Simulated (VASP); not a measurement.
Here is a VASP 6.6.1 calculation.

File INCAR:

```
SYSTEM = BP
PREC = Accurate
ENCUT = 500
EDIFF = 1E-6
ISMEAR = 0
SIGMA = 0.01
LREAL = .FALSE.
LASPH = .TRUE.
NELM = 120
ALGO = Normal
ISIF = 2
LWAVE = .FALSE.
LCHARG = .FALSE.
GGA = PE
NBANDS = 11
GGA_COMPAT = .FALSE.
```

KPOINTS

```
Automatic mesh
0
G
  8 8 8
  0 0 0
```

File POSCAR:

```
BP
1.0
    0.0000000000      2.3188224293      2.3188224293
    2.3188224293      0.0000000000      2.3188224293
    2.3188224293      2.3188224293      0.0000000000
B P
1 1
Direct
    0.0000000000      0.0000000000      0.0000000000
    0.2500000000      0.2500000000      0.2500000000
```

Potentials or basis: VASP PAW PBE potentials, release 64 (B, P).

Command:

```console
$ cat potpaw_PBE.64/B/POTCAR potpaw_PBE.64/P/POTCAR > POTCAR
$ mpirun -np 1 vasp_std > vasp.out
```

What does it give for the pressure?

-8.6 GPa.

Predict the band gap on the k mesh.

1.35 eV, indirect (least direct gap 3.31 eV).

 A k mesh can miss the band edges.
